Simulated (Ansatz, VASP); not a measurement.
## PbS: VASP beside Ansatz

Contents of INCAR:

```
ALGO     = Normal         # electronic algorithm
EDIFF    = 1E-6           # SCF threshold, eV
ENCUT    = 520            # plane-wave cutoff, eV
GGA      = PE             # functional
ISIF     = 2              # what is computed and relaxed
ISMEAR   = 0              # smearing method
LASPH    = True           # aspherical terms in the spheres
LCHARG   = True           # write CHGCAR
LELF     = True           # ELF
LREAL    = False          # projectors in reciprocal space
LVHAR    = True         
LWAVE    = False          # write WAVECAR
NBANDS   = 17             # bands
NELM     = 80             # most SCF steps
PREC     = Accurate       # precision mode
SIGMA    = 0.03           # smearing width, eV
```

KPOINTS

```
k-points
0
Gamma
  10 10 10
```

Contents of POSCAR:

```
PbS
1.0
    0.0000000000      3.0539500000      2.9205250000
    3.0539500000      0.0000000000      2.9205250000
    3.0539500000      3.0539500000      0.0000000000
Pb S
1 1
Direct
    0.0000000000      0.0000000000      0.0000000000
    0.5000000000      0.5000000000      0.5000000000
```

Input for Ansatz:

```yaml
crystal:
  lattice:
    - [0.0, 3.05395, 2.920525]
    - [3.05395, 0.0, 2.920525]
    - [3.05395, 3.05395, 0.0]
  atoms:
    - { symbol: Pb, position: [0.0, 0.0, 0.0] }
    - { symbol: S, position: [0.5, 0.5, 0.5] }
basis:
  ecutwfc: 420
kpoints:
  mp_grid: { grid: [10, 10, 10] }
hamiltonian:
  xc: pbe
scf:
  occupations: { method: gaussian, width: 0.03 }
output:
  forces: true
  stress: true
  eigenvalues: true
```

Change from the starting cell: strain +0.030 along x and y, -0.015 along z, atoms carried along.

Alike in both runs: task single point; functional PBE; k mesh 10 × 10 × 10; occupations gaussian, width 0.03 eV; no spin polarisation.

```csv
,VASP,Ansatz
version,VASP 6.6.1,Ansatz 0.2.0
potentials or method,"VASP PAW PBE potentials, release 64 (Pb_d, S), cutoff 520 eV","scalar-relativistic, plane waves, PAW"
valence electrons in the cell,20,20
```

|  | VASP | Ansatz | Ansatz less VASP |
| --- | --- | --- | --- |
| gap on the k mesh at the Fermi level (eV) | 0.46 | 0.46 | -0.006 |
| least direct gap on the mesh (eV) | 0.46 | 0.46 | -0.006 |
| pressure (GPa) | 0.0 | 0.1 | +0.07 |
| traceless stress, the component that is largest in VASP (GPa) | 3.44 | 3.44 | -0.004 |

Spin-orbit coupling is off throughout.
